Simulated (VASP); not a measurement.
Here is a VASP 6.6.1 calculation.

Contents of POSCAR:

```
RbBr
1.0
    0.0000000000      3.3358902689      3.4904613031
    3.3358902689      0.0000000000      3.4904613031
    3.3358902689      3.3358902689      0.0000000000
Rb Br
1 1
Direct
    0.0000000000      0.0000000000      0.0000000000
    0.5000000000      0.5000000000      0.5000000000
```

Contents of INCAR.step1:

```
SYSTEM = RbBr
  ALGO = Normal
  EDIFF = 1E-5
  ENCUT = 520
  GGA = PE
  ISIF = 2
  ISMEAR = 0
  LASPH = .True.
  LREAL = .False.
  LWAVE = .True.
  NBANDS = 15
  NELM = 60
  PREC = Accurate
  SIGMA = 0.01
```

INCAR.step2

```
SYSTEM = RbBr
  ALGO = Normal
  EDIFF = 1E-6
  ENCUT = 520
  GGA = PE
  HFSCREEN = 0.2079
  ISIF = 2
  ISMEAR = 0
  ISTART = 1
  LASPH = .True.
  LCHARG = .True.
  LELF = .True.
  LHFCALC = .True.
  LREAL = .False.
  LVHAR = .True.
  LWAVE = .False.
  NBANDS = 15
  NELM = 60
  PREC = Accurate
  PRECFOCK = Normal
  SIGMA = 0.01
```

KPOINTS

```
k-points
0
Gamma
  4 4 4
  0 0 0
```

Potentials or basis: VASP PAW PBE potentials, release 64 (Rb_sv, Br).

Command:

```sh
$ cat potpaw_PBE.64/Rb_sv/POTCAR potpaw_PBE.64/Br/POTCAR > POTCAR
$ cp INCAR.step1 INCAR
$ mpirun -np 1 vasp_std > vasp.out
$ cp INCAR.step2 INCAR
$ mpirun -np 1 vasp_std > vasp.out
```

**Question.** Estimate the pressure.

**Answer.** 1.5 GPa.

**Question.** Estimate the band gap on the k mesh.

**Answer.** 5.59 eV.

Stress tensor (GPa, compression positive):
```
2.06 0.00 0.00
0.00 2.06 0.00
0.00 0.00 0.39
```

Caveat: the cell differs from its parent crystal (epitaxial xy strain -3.6%); the PAW data sets were made with another functional, which shifts forces and pressure a little.
